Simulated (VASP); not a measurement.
Runs of VASP 6.6.1 on TlCl. Symmetry: Pm-3m, No. 221, cubic system. The conventional cell has a = 3.794 Å, b = 3.794 Å, c = 3.794 Å, α = 90.00°, β = 90.00°, γ = 90.00°. Within 4.3 Å of Tl (site symmetry m-3m) lie 8 Cl at 3.29 Å and 6 Tl at 3.79 Å. Within 4.3 Å of Cl (site symmetry m-3m) lie 8 Tl at 3.29 Å and 6 Cl at 3.79 Å. 

```csv
task,level,k mesh,cutoff (eV),grid for exact exchange (PRECFOCK),share of exact exchange,screening parameter,gap on the mesh (eV),pressure (GPa)
single point,HSE06,4 × 4 × 4,400,Normal,0.25,0.2079 1/Å,(a),1.9
single point,PBE0,4 × 4 × 4,400,Normal,0.25,-,3.43,(b)
dielectric tensor,r2SCAN,6 × 6 × 6,440,-,-,-,2.43,-
single point,r2SCAN0,4 × 4 × 4,440,Normal,0.25,-,3.73,1.1
```

Alike in all rows: potentials or basis VASP PAW PBE potentials, release 64 (Tl_d, Cl); no spin polarisation; cell as given; smearing gaussian 0.01 eV.

Task: Fill in the values left out.

Result: (a) 2.74; (b) 1.6.

Caveats: the PAW data sets were made with another functional, which shifts forces and pressure a little; spin-orbit coupling is left out, which moves the levels of the heavy elements.

A k mesh can miss the band edges, and the runs leave out spin-orbit coupling on Tl.
